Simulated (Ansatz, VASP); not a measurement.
## Ca in VASP and in Ansatz

Contents of INCAR:

```
PREC = Accurate
ENCUT = 520
EDIFF = 1E-7
ISMEAR = -1
SIGMA = 0.1
LREAL = F
LASPH = T
NELM = 100
ALGO = Normal
ISIF = 2
LWAVE = F
LCHARG = F
GGA = PE
NBANDS = 17
```

The input KPOINTS:

```
regular mesh
0
Gamma
  11 11 11
```

The input POSCAR:

```
Ca
1.0
    0.0000000000      4.1099645542      4.1099645542
    4.1099645542      0.0000000000      4.1099645542
    4.1099645542      4.1099645542      0.0000000000
Ca
2
Direct
    0.1250000000      0.1250000000      0.1250000000
    0.8750000000      0.8750000000      0.8750000000
```

Input for Ansatz:

```yaml
crystal:
  lattice:
    - [0.0, 4.1099645542, 4.1099645542]
    - [4.1099645542, 0.0, 4.1099645542]
    - [4.1099645542, 4.1099645542, 0.0]
  atoms:
    - { symbol: Ca, position: [0.125, 0.125, 0.125] }
    - { symbol: Ca, position: [0.875, 0.875, 0.875] }
hamiltonian:
  xc: pbe
  pseudopotentials:
    kind: paw
    azcp:
      Ca: "pseudopotentials/Ca.paw.azcp"
basis:
  ecutwfc: 420
  fft_grid_basis: typed
kpoints:
  mp_grid: { grid: [11, 11, 11], shift: [0, 0, 0] }
magnetization:
  spin_polarized: false
scf:
  occupations: { method: fermi_dirac, width: 0.1 }
output:
  stress: true
```

Alike in both runs: task single point; functional PBE; k mesh 11 × 11 × 11; occupations fermi-dirac, width 0.1 eV; no spin polarisation.

```csv
,VASP,Ansatz
version,VASP 6.6.1,Ansatz 0.2.0
potentials or method,"VASP PAW PBE potentials, release 64 (Ca_sv), cutoff 520 eV","plane waves (420 eV) with PAW, scalar-relativistic"
valence electrons in the cell,20,20
```

|  | VASP | Ansatz | Ansatz less VASP |
| --- | --- | --- | --- |
| pressure (GPa) | 0.7 | 0.7 | 0.00 |
